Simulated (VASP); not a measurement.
# Si (Imma) in VASP: notebook, part 2 of 2

VASP 6.6.1. The steps go on from the part before.

## Step 3: Single point, PBEsol

INCAR reads:

```
ALGO     = Normal         # electronic algorithm
EDIFF    = 1E-6           # SCF threshold, eV
ENCUT    = 500            # plane-wave cutoff, eV
GGA      = PS             # functional
GGA_COMPAT= F            
ISIF     = 2              # what is computed and relaxed
ISMEAR   = 0              # smearing method
LASPH    = T              # aspherical terms in the spheres
LCHARG   = T              # write CHGCAR
LELF     = T              # ELF
LREAL    = F              # projectors in reciprocal space
LVHAR    = T            
LWAVE    = F              # write WAVECAR
NBANDS   = 11             # bands
NELM     = 120            # most SCF steps
PREC     = Accurate       # precision mode
SIGMA    = 0.01           # smearing width, eV
```

KPOINTS reads:

```
k-points
0
Gamma
  4 4 4
```

POSCAR reads:

```
Si
1.0
   -0.0205220013      2.7233768487      2.7438988500
    2.7233768487     -0.0205220013      2.7438988500
    2.7028548474      2.7028548474      0.0000000000
Si
2
Direct
   -0.0009549075     -0.0009549075      0.0009549075
    0.2509549075      0.2509549075      0.2490450925
```

Potentials or basis: VASP PAW PBE potentials, release 64 (Si).

Started as:

```bash
$ cat potpaw_PBE.64/Si/POTCAR > POTCAR
$ mpirun -np 1 vasp_std > vasp.out
```

OUTCAR:

```text
EDIFF = 1E-6
   ENCUT = 500
   GGA = PS
   ISIF = 2
   ISMEAR = 0
   LASPH = T
   LREAL = F
   NELM = 120
   PREC = Accurate

 ion  position               nearest neighbor table
   1  0.999  0.999  0.001-   2 2.36   2 2.36   2 2.37   2 2.37
   2  0.251  0.251  0.249-   1 2.36   1 2.36   1 2.37   1 2.37

  LATTYP: Found a body centered orthorhombic cell.
 ALAT       =     3.8224139823
 B/A-ratio  =     1.0151854261
 C/A-ratio  =     1.4356889979

  Lattice vectors:

 A1 = (   0.0205220013,  -2.7233768487,  -2.7438988500)
 A2 = (  -0.0205220013,   2.7233768487,  -2.7438988500)
 A3 = (   2.7233768487,  -0.0205220013,   2.7438988500)

Analysis of symmetry for initial positions (statically):
=====================================================================
 Subroutine PRICEL returns:
 Original cell was already a primitive cell.

 Routine SETGRP: Setting up the symmetry group for a
 body centered orthorhombic supercell.

 Subroutine GETGRP returns: Found  8 space group operations
 (whereof  4 operations were pure point group operations)
 out of a pool of  8 trial point group operations.

The static configuration has the point symmetry C_2v.
 The point group associated with its full space group is D_2h.

Analysis of symmetry for dynamics (positions and initial velocities):
=====================================================================
 Subroutine PRICEL returns:
 Original cell was already a primitive cell.

 Routine SETGRP: Setting up the symmetry group for a
 body centered orthorhombic supercell.

 Subroutine GETGRP returns: Found  8 space group operations
 (whereof  4 operations were pure point group operations)
 out of a pool of  8 trial point group operations.

The dynamic configuration has the point symmetry C_2v.
 The point group associated with its full space group is D_2h.

 Subroutine INISYM returns: Found  8 space group operations
 (whereof  4 operations are pure point group operations),
 and found     1 'primitive' translations

[... 112 lines left out ...]
   GGA     = PS    functional components
   LHFCALC =     F    Hartree Fock is set to
   AEXX    =    0.0000 exact exchange contribution
   IVDW    =     0    specifies the selected vdW correction
   LEPSILON=     F    determine dielectric tensor
   LRPA    =     F    only Hartree local field effects (RPA)
 non-spin polarized calculation
 Gauss-broadening in eV      SIGMA  =   0.01
  energy-cutoff  :      500.00
  volume of cell :       40.70
 maximum number of plane-waves:      1048
   NGX = 15   NGY = 15   NGZ = 13

 number of electron       8.0000000 magnetization

 Free energy of the ion-electron system (eV)
  ---------------------------------------------------
  ext. energy  EPLUGINS =         0.00000000
  ---------------------------------------------------
  free energy    TOTEN  =       -11.29320823 eV

  energy without entropy =      -11.29320823  energy(sigma->0) =      -11.29320823

 E-fermi :   5.8629     XC(G=0):  -9.4697

 val. band max:        5.7606471663   @ k =   0.0000   0.0000   0.0000
 cond. band min:       6.1974010429   @ k =   0.5000   0.5000   0.0000
 fundamental gap:      0.4367538766
 Fermi energy:         5.8628998994

 k-point     1 :       0.0000    0.0000    0.0000
  band No.  band energies     occupation
      1      -6.2176      2.00000
      2       5.6208      2.00000
      3       5.6351      2.00000
      4       5.7606      2.00000
      5       8.0693      0.00000
      6       8.1451      0.00000
      7       8.2390      0.00000
      8       8.8458      0.00000
      9      13.2590      0.00000
     10      13.3023      0.00000
     11      13.3986      0.00000
[... 225 lines left out ...]
 k-point    18 :      -0.2500    0.2500    0.5000
  band No.  band energies     occupation
      1      -1.9364      2.00000
      2      -1.9364      2.00000
      3       1.8185      2.00000
      4       1.8185      2.00000
      5       9.7706      0.00000
      6       9.7706      0.00000
      7      10.4746      0.00000
      8      10.4746      0.00000
      9      16.1709      0.00000
     10      16.1709      0.00000
     11      18.6266      0.00000

------------------------ aborting loop because EDIFF is reached ----------------------------------------

  FORCE on cell =-STRESS in cart. coord.  units (eV):
  Direction    XX          YY          ZZ          XY          YZ          ZX
  --------------------------------------------------------------------------------------
  -------------------------------------------------------------------------------------
  Total       -0.0983244     -0.0983244     -0.2837074      0.2790804      0.0000000     -0.0000000
  in kB       -3.8706415     -3.8706415    -11.1684343     10.9862880      0.0000000     -0.0000000
  external PRESSURE =      -6.3032391 kB  Pullay stress =       0.0000000 kB

 VOLUME and BASIS-vectors are now :
 -----------------------------------------------------------------------------
  energy-cutoff  :      500.00
  volume of cell :       40.70
      direct lattice vectors                 reciprocal lattice vectors
    -0.020522001  2.723376849  2.743898850    -0.182222461  0.182222461  0.182222461
     2.723376849 -0.020522001  2.743898850     0.182222461 -0.182222461  0.182222461
     2.702854847  2.702854847  0.000000000     0.184989586  0.184989586 -0.182222461

 POSITION                                       TOTAL-FORCE (eV/Angst)
 -----------------------------------------------------------------------------------
      2.70285      2.70285      5.48256         0.000000      0.000000      0.008299
      1.35143      1.35143      1.37719        -0.000000     -0.000000     -0.008299
 -----------------------------------------------------------------------------------
    total drift:                               -0.000000      0.000000     -0.000000

  FREE ENERGIE OF THE ION-ELECTRON SYSTEM (eV)
  ---------------------------------------------------
  free  energy   TOTEN  =       -11.2932082287 eV

  energy  without entropy=      -11.2932082287  energy(sigma->0) =      -11.29320823
```

stdout:

```text
POSCAR found type information on POSCAR Si
 POSCAR found :  1 types and       2 ions
 scaLAPACK will be used
 -----------------------------------------------------------------------------
|                                                                             |
|                                                                             |
|     You enforced a specific xc type in the INCAR file but a different       |
|     I HOPE YOU KNOW WHAT YOU ARE DOING!                                     |
|                                                                             |
 -----------------------------------------------------------------------------

 LDA part: xc-table for (Slater+PW92), standard interpolation
 POSCAR, INCAR and KPOINTS ok, starting setup
 FFT: planning ... GRIDC
 FFT: planning ... GRID_SOFT
 FFT: planning ... GRID
 WAVECAR not read
 entering main loop
```

It took 4.2 s on 1 thread of AMD EPYC 9R45 (Zen 5), shared host; peak memory 0.12 GiB.

Results:

| Item | Value |
| --- | --- |
| Free energy | -11.2932 eV |
| Pressure | -0.6 GPa |
| Largest force | 0.008 eV/Å |
| Band gap on the k mesh | 0.44 eV (least direct gap 2.31 eV) |

Forces in eV/Å, atoms in the order of the input:
```
Si   0.000  0.000  0.008
Si   0.000  0.000 -0.008
```

Levels at points of the mesh, in eV from the valence-band top:
```
           k point  band 2  band 3  band 4  band 5  band 6  band 7
(0.00, 0.00, 0.00)   -0.14   -0.13    0.00    2.31    2.38    2.48
(0.50, 0.00, 0.00)   -7.05   -1.30   -1.18    1.38    3.15    3.27
(0.50, 0.50, 0.00)   -7.87   -2.99   -2.79    0.44    0.66    9.79
(0.00, 0.00, 0.50)   -7.03   -1.34   -1.31    1.23    3.13    3.14
(0.50, 0.00, 0.50)   -7.86   -2.95   -2.95    0.49    0.49    9.80
```

Caveat: the k points lie up to 0.50 Å⁻¹ apart; the PAW data sets were made with another functional, which shifts forces and pressure a little. A k mesh can miss the band edges.
